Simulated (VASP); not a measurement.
# MgTe4 (R-3m) in VASP: notebook

The runs below take MgTe4 through single point, relaxation of cell and atoms, with PBE.

Everything below comes from runs of VASP 6.6.1. Logs are shortened: lines on timing, memory, paths and dates and some standing lists are left out, and cuts for length are marked.

### 1 The cell of the first run

It takes space group R-3m (No. 166, trigonal). The conventional cell has a = 6.615 Å, b = 6.615 Å, c = 13.287 Å, α = 90.00°, β = 90.00°, γ = 120.00°. Within 3.9 Å of Mg (site symmetry -3m) lie 6 Te at 2.92 Å. Within 3.9 Å of Te (site symmetry 2/m) lie 2 Mg at 2.92 Å and 6 Te at 3.31 Å. Te (site symmetry -3m) has 6 Te at 3.31 Å and 6 Mg at 4.41 Å within 4.5 Å.

The cell was built from a structure type or drawn by symmetry, and may not be a known phase.

### 2 Single point, PBE

Input file INCAR:

```
SYSTEM = MgTe4
ALGO = Normal
EDIFF = 1E-6
ENCUT = 520
GGA = PE
ISIF = 2
ISMEAR = 0
LASPH = .TRUE.
LCHARG = .FALSE.
LREAL = .FALSE.
LWAVE = .FALSE.
NBANDS = 21
NELM = 100
PREC = Accurate
SIGMA = 0.1
```

Input file KPOINTS:

```
k-points
0
G
  6 6 6
  0 0 0
```

Input file POSCAR:

```
MgTe4
1.0
    3.3077232253      1.9097148945      4.4289628096
   -3.3077232253      1.9097148945      4.4289628096
    0.0000000000     -3.8194297890      4.4289628096
Mg Te
1 4
Direct
    0.5000000000      0.5000000000      0.5000000000
    0.5000000000      0.5000000000      0.0000000000
    0.0000000000      0.5000000000      0.5000000000
    0.5000000000      0.0000000000      0.5000000000
    0.0000000000      0.0000000000      0.0000000000
```

Potentials or basis: VASP PAW PBE potentials, release 64 (Mg, Te).

Run with:

```bash
$ cat potpaw_PBE.64/Mg/POTCAR potpaw_PBE.64/Te/POTCAR > POTCAR
$ mpirun -np 1 vasp_std > vasp.out
```

OUTCAR:

```text
SYSTEM = MgTe4
   EDIFF = 1E-6
   ENCUT = 520
   GGA = PE
   ISIF = 2
   ISMEAR = 0
   LASPH = .TRUE.
   LREAL = .FALSE.
   NELM = 100
   PREC = Accurate

 ion  position               nearest neighbor table
   1  0.500  0.500  0.500-   2 2.92   2 2.92   4 2.92   3 2.92   4 2.92   3 2.92
   2  0.500  0.500  0.000-   1 2.92   1 2.92   3 3.31   4 3.31   4 3.31   3 3.31   5 3.31   5 3.31

   3  0.000  0.500  0.500-   1 2.92   1 2.92   5 3.31   5 3.31   2 3.31   2 3.31   4 3.31   4 3.31

   4  0.500  0.000  0.500-   1 2.92   1 2.92   5 3.31   2 3.31   2 3.31   5 3.31   3 3.31   3 3.31

   5  0.000  0.000  0.000-   3 3.31   4 3.31   3 3.31   4 3.31   2 3.31   2 3.31

  LATTYP: Found a trigonal (rhomboedric) cell.
 ALAT       =     5.8483976850
 COS(alpha) =     0.3602437638

  Lattice vectors:

 A1 = (   3.3077232253,   1.9097148945,   4.4289628096)
 A2 = (  -3.3077232253,   1.9097148945,   4.4289628096)
 A3 = (   0.0000000000,  -3.8194297890,   4.4289628096)

Analysis of symmetry for initial positions (statically):
=====================================================================
 Subroutine PRICEL returns:
 Original cell was already a primitive cell.

 Routine SETGRP: Setting up the symmetry group for a
 trigonal (rhombohedral) supercell.

 Subroutine GETGRP returns: Found 12 space group operations
 (whereof 12 operations were pure point group operations)
 out of a pool of 12 trial point group operations.

The static configuration has the point symmetry D_3d.

Analysis of symmetry for dynamics (positions and initial velocities):
=====================================================================
 Subroutine PRICEL returns:
 Original cell was already a primitive cell.

 Routine SETGRP: Setting up the symmetry group for a
 trigonal (rhombohedral) supercell.

 Subroutine GETGRP returns: Found 12 space group operations
 (whereof 12 operations were pure point group operations)
 out of a pool of 12 trial point group operations.

The dynamic configuration has the point symmetry D_3d.

 Subroutine INISYM returns: Found 12 space group operations
[... 97 lines left out ...]
   ISPIN  =      1    spin polarized calculation?
   LNONCOLLINEAR =      F non collinear calculations
   LSORBIT =      F    spin-orbit coupling
   LASPH  =      T    aspherical Exc in radial PAW
   ENCUT  =  520.0 eV  38.22 Ry    6.18 a.u.  10.87 10.87 10.87*2*pi/ulx,y,z
   NELM   =    100;   NELMIN=  2; NELMDL= -5     # of ELM steps
   EDIFF  = 0.1E-05   stopping-criterion for ELM
   LREAL  =      F    real-space projection
   EDIFFG = 0.1E-04   stopping-criterion for IOM
   NSW    =      0    number of steps for IOM
   IBRION =     -1    ionic relax: 0-MD 1-quasi-New 2-CG
   NFREE  =      0    steps in history (QN), initial steepest desc. (CG)
   ISIF   =      2    stress and relaxation
   ISYM   =      2    0-nonsym 1-usesym 2-fastsym
   POTIM  = 0.5000    time-step for ionic-motion
   TEBEG  =    0.0;   TEEND  =   0.0 temperature during run
   PSTRESS=    0.0 pullay stress
   NELECT =      26.0000    total number of electrons
   NUPDOWN=      -1.0000    fix difference up-down
   EMIN   =  10.00;   EMAX   =-10.00  energy-range for DOS
   EFERMI =   0.00;   METHOD = LEGACY
   ISMEAR =     0;   SIGMA  =   0.10  broadening in eV -4-tet -1-fermi 0-gaus
   EFERMI_NEDOS =   21; number of points for ismear=-14 and -15
   IALGO  =     38    algorithm
   IMIX   =      4    mixing-type and parameters
     AMIX     =   0.40;   BMIX     =  1.00
     AMIX_MAG =   1.60;   BMIX_MAG =  1.00
  volume/ion in A,a.u.               =      33.57       226.56
  Fermi-wavevector in a.u.,A,eV,Ry     =   0.879189  1.661426 10.516942  0.772973
  Thomas-Fermi vector in A             =   1.999379
   LORBIT       =      0    0 simple, 1 ext, 2 COOP (PROOUT), +10 PAW based schemes
   GGA     = PE    functional components
   LHFCALC =     F    Hartree Fock is set to
   AEXX    =    0.0000 exact exchange contribution
   IVDW    =     0    specifies the selected vdW correction
   LEPSILON=     F    determine dielectric tensor
   LRPA    =     F    only Hartree local field effects (RPA)
 non-spin polarized calculation
 Gauss-broadening in eV      SIGMA  =   0.10
  energy-cutoff  :      520.00
  volume of cell :      167.86
 maximum number of plane-waves:      4550
 NGX is ok and might be reduce to    48
   NGX = 21   NGY = 21   NGZ = 21

 number of electron      26.0000002 magnetization

 Free energy of the ion-electron system (eV)
  ---------------------------------------------------
  ext. energy  EPLUGINS =         0.00000000
  ---------------------------------------------------
  free energy    TOTEN  =       -14.18833227 eV

  energy without entropy =      -14.17502729  energy(sigma->0) =      -14.18167978

 E-fermi :   4.7089     XC(G=0):  -8.6224

 val. band max:        4.6933975740   @ k =   0.1667   0.0000  -0.0000
 cond. band min:       4.7515701271   @ k =   0.3333   0.3333   0.1667
 fundamental gap:      0.0581725532
 Fermi energy:         4.7089026733

 k-point     1 :       0.0000    0.0000    0.0000
  band No.  band energies     occupation
      1      -8.3640      2.00000
      2      -5.6158      2.00000
      3      -5.6158      2.00000
      4      -5.1049      2.00000
      5      -1.1887      2.00000
      6      -0.4861      2.00000
[... 565 lines left out ...]
     20      10.4286      0.00000
     21      10.5357      0.00000

 [... further k-points ...]

------------------------ aborting loop because EDIFF is reached ----------------------------------------

  FORCE on cell =-STRESS in cart. coord.  units (eV):
  Direction    XX          YY          ZZ          XY          YZ          ZX
  --------------------------------------------------------------------------------------
  -------------------------------------------------------------------------------------
  Total       -0.0965430     -0.0965430     -0.0876554      0.0000000      0.0000000      0.0000000
  in kB       -0.9214686     -0.9214686     -0.8366396      0.0000000      0.0000000      0.0000000
  external PRESSURE =      -0.8931922 kB  Pullay stress =       0.0000000 kB

 VOLUME and BASIS-vectors are now :
 -----------------------------------------------------------------------------
  energy-cutoff  :      520.00
  volume of cell :      167.86
      direct lattice vectors                 reciprocal lattice vectors
     3.307723225  1.909714894  4.428962810     0.151161378  0.087273062  0.075262166
    -3.307723225  1.909714894  4.428962810    -0.151161378  0.087273062  0.075262166
     0.000000000 -3.819429789  4.428962810     0.000000000 -0.174546124  0.075262166

 POSITION                                       TOTAL-FORCE (eV/Angst)
 -----------------------------------------------------------------------------------
      0.00000      0.00000      6.64344        -0.000000      0.000000     -0.000000
      0.00000      1.90971      4.42896         0.000000     -0.000000      0.000000
     -1.65386     -0.95486      4.42896         0.000000      0.000000     -0.000000
      1.65386     -0.95486      4.42896         0.000000     -0.000000      0.000000
      0.00000      0.00000      0.00000         0.000000     -0.000000     -0.000000
 -----------------------------------------------------------------------------------
    total drift:                               -0.000000      0.000000     -0.000000

  FREE ENERGIE OF THE ION-ELECTRON SYSTEM (eV)
  ---------------------------------------------------
  free  energy   TOTEN  =       -14.1883322713 eV

  energy  without entropy=      -14.1750272863  energy(sigma->0) =      -14.18167978
```

stdout:

```text
POSCAR found type information on POSCAR MgTe
 POSCAR found :  2 types and       5 ions
 scaLAPACK will be used
 LDA part: xc-table for (Slater+PW92), standard interpolation
 POSCAR, INCAR and KPOINTS ok, starting setup
 FFT: planning ... GRIDC
 FFT: planning ... GRID_SOFT
 FFT: planning ... GRID
 WAVECAR not read
 entering main loop
```

Wall time 2.9 min (1 thread of Intel Xeon 8259CL, shared host); peak memory 0.37 GiB.

What came out:

```yaml
Free_energy: -14.1883 eV
Pressure: -0.1 GPa
Band_gap_on_the_k_mesh: zero (bands 13 and 14 overlap by 1.96 eV)
```

Caveat: spin-orbit coupling is left out, which moves the levels of the heavy elements.

### 3 Relaxation of cell and atoms, PBE

This run uses another cell than the first one, of 33.19 Å³/atom.

Input file INCAR:

```
ALGO = Normal
EDIFF = 1E-6
EDIFFG = -0.01
ENCUT = 600
GGA = PE
IBRION = 2
ISIF = 3
ISMEAR = 0
LASPH = True
LCHARG = False
LREAL = False
LWAVE = False
NELM = 100
NSW = 100
PREC = Accurate
SIGMA = 0.1
```

Input file KPOINTS:

```
k-points
0
Gamma
  6 6 6
```

Edit POSCAR of step 2 so:

```diff
@@ -2,5 +2,5 @@
 1.0
-    3.3077232253      1.9097148945      4.4289628096
-   -3.3077232253      1.9097148945      4.4289628096
-    0.0000000000     -3.8194297890      4.4289628096
+    3.2781345125      1.8926318432      4.4584687296
+   -3.2781345125      1.8926318432      4.4584687296
+    0.0000000000     -3.7852636864      4.4584687296
 Mg Te
```

Potentials or basis: VASP PAW PBE potentials, release 64 (Mg, Te).

Run with:

```bash
$ cat potpaw_PBE.64/Mg/POTCAR potpaw_PBE.64/Te/POTCAR > POTCAR
$ mpirun -np 1 vasp_std > vasp.out
```

OUTCAR:

```text
EDIFF = 1E-6
   EDIFFG = -0.01
   ENCUT = 600
   GGA = PE
   IBRION = 2
   ISIF = 3
   ISMEAR = 0
   LASPH = True
   LREAL = False
   NELM = 100
   NSW = 100
   PREC = Accurate

 ion  position               nearest neighbor table
   1  0.500  0.500  0.500-   2 2.92   2 2.92   4 2.92   3 2.92   4 2.92   3 2.92
   2  0.500  0.500  0.000-   1 2.92   1 2.92   3 3.28   4 3.28   4 3.28   3 3.28   5 3.28   5 3.28

   3  0.000  0.500  0.500-   1 2.92   1 2.92   5 3.28   5 3.28   2 3.28   2 3.28   4 3.28   4 3.28

   4  0.500  0.000  0.500-   1 2.92   1 2.92   5 3.28   2 3.28   2 3.28   5 3.28   3 3.28   3 3.28

   5  0.000  0.000  0.000-   3 3.28   4 3.28   3 3.28   4 3.28   2 3.28   2 3.28

  LATTYP: Found a trigonal (rhomboedric) cell.
 ALAT       =     5.8486036444
 COS(alpha) =     0.3716825016

  Lattice vectors:

 A1 = (   3.2781345125,   1.8926318432,   4.4584687296)
 A2 = (  -3.2781345125,   1.8926318432,   4.4584687296)
 A3 = (   0.0000000000,  -3.7852636864,   4.4584687296)

Analysis of symmetry for initial positions (statically):
=====================================================================
 Subroutine PRICEL returns:
 Original cell was already a primitive cell.

 Routine SETGRP: Setting up the symmetry group for a
[... 182 lines left out ...]
  -------------------------------------------------------------------------------------
  Total        1.1310660      1.1310660     -0.2072842      0.0000000     -0.0000000     -0.0000000
  in kB       10.9186421     10.9186421     -2.0009990      0.0000000     -0.0000000     -0.0000000
  external PRESSURE =       6.6120951 kB  Pullay stress =       0.0000000 kB
[... 143 lines left out ...]
--------------------------------------- Ionic step        5  -------------------------------------------

 number of electron      26.0000002 magnetization

 Free energy of the ion-electron system (eV)
  ---------------------------------------------------
  ext. energy  EPLUGINS =         0.00000000
  ---------------------------------------------------
  free energy    TOTEN  =       -14.18847598 eV

  energy without entropy =      -14.17523777  energy(sigma->0) =      -14.18185688

 E-fermi :   4.7371     XC(G=0):  -8.6354

 val. band max:        4.7210068507   @ k =   0.1667  -0.0000   0.0000
 cond. band min:       4.7802018234   @ k =   0.3333   0.3333   0.1667
 fundamental gap:      0.0591949727
 Fermi energy:         4.7371008643

 k-point     1 :       0.0000    0.0000    0.0000
  band No.  band energies     occupation
      1      -8.3486      2.00000
      2      -5.5895      2.00000
      3      -5.5895      2.00000
      4      -5.0780      2.00000
      5      -1.1727      2.00000
      6      -0.4688      2.00000
[... 457 lines left out ...]
      4      -5.1059      2.00000
      5      -0.3919      2.00000
      6       0.7614      2.00000
[... 9 lines left out ...]
     16       6.2496      0.00000
     17       7.7201      0.00000

 [... further k-points ...]

------------------------ aborting loop because EDIFF is reached ----------------------------------------

  FORCE on cell =-STRESS in cart. coord.  units (eV):
  Direction    XX          YY          ZZ          XY          YZ          ZX
  --------------------------------------------------------------------------------------
  -------------------------------------------------------------------------------------
  Total        0.0025109      0.0025109      0.0088200      0.0000000      0.0000000      0.0000000
  in kB        0.0240376      0.0240376      0.0844381      0.0000000      0.0000000      0.0000000
  external PRESSURE =       0.0441711 kB  Pullay stress =       0.0000000 kB
[... 20 lines left out ...]
  FREE ENERGIE OF THE ION-ELECTRON SYSTEM (eV)
  ---------------------------------------------------
  free  energy   TOTEN  =       -14.1884759848 eV

  energy  without entropy=      -14.1752377750  energy(sigma->0) =      -14.18185688

 reached required accuracy - stopping structural energy minimisation
```

CONTCAR:

```text
MgTe4
   1.00000000000000
     3.3057649688330502    1.9085842946009182    4.4208640651218749
    -3.3057649688330502    1.9085842946009182    4.4208640651218749
    -0.0000000000000000   -3.8171685892018363    4.4208640651218749
  Mg              Te
     1     4
Direct
     0.5000000000000000    0.5000000000000000    0.5000000000000000
     0.5000000000000000    0.5000000000000000    0.0000000000000000
     0.0000000000000000    0.5000000000000000    0.5000000000000000
     0.5000000000000000    0.0000000000000000    0.5000000000000000
     0.0000000000000000    0.0000000000000000    0.0000000000000000

  0.00000000E+00  0.00000000E+00  0.00000000E+00
  0.00000000E+00  0.00000000E+00  0.00000000E+00
  0.00000000E+00  0.00000000E+00  0.00000000E+00
  0.00000000E+00  0.00000000E+00  0.00000000E+00
  0.00000000E+00  0.00000000E+00  0.00000000E+00
```

Run time: 8.5 min. Hardware: 1 thread of Intel Xeon 8259CL, shared host; peak memory 0.41 GiB.

What came out:

- Free energy: -14.1885 eV
- Relaxed volume: 33.47 Å³/atom
- Relaxed cell: a = 5.841 Å, b = 5.841 Å, c = 5.841 Å, α = 68.94°, β = 68.94°, γ = 68.94°
- Space group after relaxing (to 0.1 Å): R-3m (No. 166)
- Energy gained by relaxing: 2.0 meV/atom
- Ionic steps: 5
- Pressure after relaxing: 0.0 GPa
- Band gap on the k mesh: zero (bands 13 and 14 overlap by 1.97 eV)

The path:
| step | energy change (eV) | largest force (eV/Å) | pressure (GPa) | volume (Å³) |
| --- | --- | --- | --- | --- |
| 1 | 0.0000 | 0.0000 | 0.66 | 165.97 |
| 2 | -0.0081 | 0.0000 | -0.37 | 169.27 |
| 3 | -0.0092 | 0.0000 | -0.12 | 168.42 |
| 4 | -0.0099 | 0.0000 | -0.07 | 167.96 |
| 5 | -0.0102 | 0.0000 | 0.00 | 167.36 |

Final structure:
```
Mg Te
1.0
     3.30576    1.90858    4.42086
    -3.30576    1.90858    4.42086
     0.00000   -3.81717    4.42086
Mg Te
1 4
Cartesian
  0.0000 0.0000 6.6313
  0.0000 1.9086 4.4209
  -1.6529 -0.9543 4.4209
  1.6529 -0.9543 4.4209
  0.0000 0.0000 0.0000
```

Levels at points of the mesh, in eV from the Fermi level:
```csv
k point,band 9,band 10,band 11,band 12,band 13,band 14,band 15,band 16,band 17
"(0.00, 0.00, 0.00)",-2.12,-2.12,-0.75,-0.18,0.65,0.65,0.70,3.05,3.26
"(0.50, 0.00, 0.00)",-2.65,-1.99,-1.76,-1.56,-1.25,-1.17,1.50,1.90,2.29
"(0.50, 0.50, 0.00)",-2.11,-2.07,-1.68,-1.36,-1.15,-0.32,1.58,1.93,3.76
"(0.50, 0.50, 0.50)",-1.28,-1.28,-0.37,0.80,0.80,0.86,2.99,2.99,3.18
```

Caveat: spin-orbit coupling is left out, which moves the levels of the heavy elements.
